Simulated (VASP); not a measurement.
## Al5As: relaxation of cell and atoms with PBE

The system is Al5As.

```
CELL_PARAMETERS angstrom
4.51417 0.00000 0.00000
-2.25708 3.90938 0.00000
0.00000 0.00000 6.13123
ATOMIC_POSITIONS crystal
Al 0.33333 0.66667 0.24583
Al 0.33333 0.66667 0.75417
Al 0.66667 0.33333 0.75417
Al 0.66667 0.33333 0.24583
Al 0.00000 0.00000 0.50000
As 0.00000 0.00000 0.00000
```

The cell was built from a structure type or drawn by symmetry, and may not be a known phase.

```json
{
 "Program": "VASP 6.6.1",
 "Task": "relaxation of cell and atoms",
 "Functional": "PBE",
 "Potentials or basis": "VASP PAW PBE potentials, release 64 (Al, As)",
 "Cutoff": "600 eV",
 "k mesh": "6 × 6 × 4",
 "Occupations": "gaussian, width 0.1 eV",
 "Spin": "no spin polarisation",
 "Dipole correction": "no",
 "Further INCAR settings": "ALGO = Fast; EDIFF = 1e-07; IBRION = 2; EDIFFG = -0.04; NSW = 90; ISIF = 3"
}
```

The relaxed volume is 17.87 Å³/atom and the relaxed cell is a = 4.584 Å, b = 4.584 Å, c = 5.892 Å, α = 90.00°, β = 90.00°, γ = 120.00°. The space group after relaxing (to 0.1 Å) is P6/mmm (No. 191), the energy gained by relaxing is 10.0 meV/atom and the ionic steps are 7. The pressure after relaxing is 0.0 GPa and the largest force after relaxing is 0.019 eV/Å.

Forces on the atoms (eV/Å):
```
Al   0.000  0.000  0.019
Al   0.000  0.000 -0.019
Al   0.000  0.000 -0.019
Al   0.000  0.000  0.019
Al   0.000  0.000  0.000
As   0.000  0.000  0.000
```

Stress tensor (GPa, compression positive):
```
 0.09  0.00  0.00
 0.00  0.09  0.00
 0.00  0.00 -0.06
```

The path:
| step | energy change (eV) | largest force (eV/Å) | pressure (GPa) | volume (Å³) |
| --- | --- | --- | --- | --- |
| 1 | 0.0000 | 0.0089 | 0.79 | 108.20 |
| 2 | -0.0351 | 0.0197 | -0.61 | 109.57 |
| 3 | -0.0379 | 0.0221 | -1.84 | 110.89 |
| 4 | -0.0408 | 0.0195 | -1.34 | 110.32 |
| 5 | -0.0581 | 0.0314 | -0.58 | 108.30 |
| 6 | -0.0589 | 0.0448 | -0.35 | 107.81 |
| 7 | -0.0602 | 0.0188 | 0.04 | 107.24 |

Final structure:
```cif
data_structure
_symmetry_space_group_name_H-M 'P 1'
_symmetry_Int_Tables_number 1
_cell_length_a 4.5842
_cell_length_b 4.5842
_cell_length_c 5.8923
_cell_angle_alpha 90.000
_cell_angle_beta 90.000
_cell_angle_gamma 120.000
_cell_volume 107.24
loop_
_atom_site_label
_atom_site_type_symbol
_atom_site_fract_x
_atom_site_fract_y
_atom_site_fract_z
_atom_site_occupancy
Al1 Al 0.33333 0.66667 0.24661 1
Al2 Al 0.33333 0.66667 0.75339 1
Al3 Al 0.66667 0.33333 0.75339 1
Al4 Al 0.66667 0.33333 0.24661 1
Al5 Al 0.00000 0.00000 0.50000 1
As1 As 0.00000 0.00000 0.00000 1
```

Levels at points of the mesh, in eV from the Fermi level:
```
           k point  band 7  band 8  band 9  band 10  band 11  band 12  band 13  band 14
(0.00, 0.00, 0.00)   -1.75   -1.75   -0.81     0.58     1.16     1.16     1.23     1.23
(0.50, 0.00, 0.00)   -4.17   -3.53   -0.49    -0.41    -0.22    -0.10     3.49     3.88
(0.00, 0.00, 0.50)   -1.10   -0.85   -0.85    -0.78    -0.78    -0.56    -0.56    -0.14
(0.50, 0.00, 0.50)   -2.84   -2.72   -0.29    -0.07     0.38     1.03     2.72     3.76
```

It took 2.7 min on 1 thread of Intel(R) Xeon(R) Platinum 8488C (Sapphire Rapids), on a shared host, peak memory 0.27 GiB.

Caveat: the highest band is partly filled, so the run has too few bands.
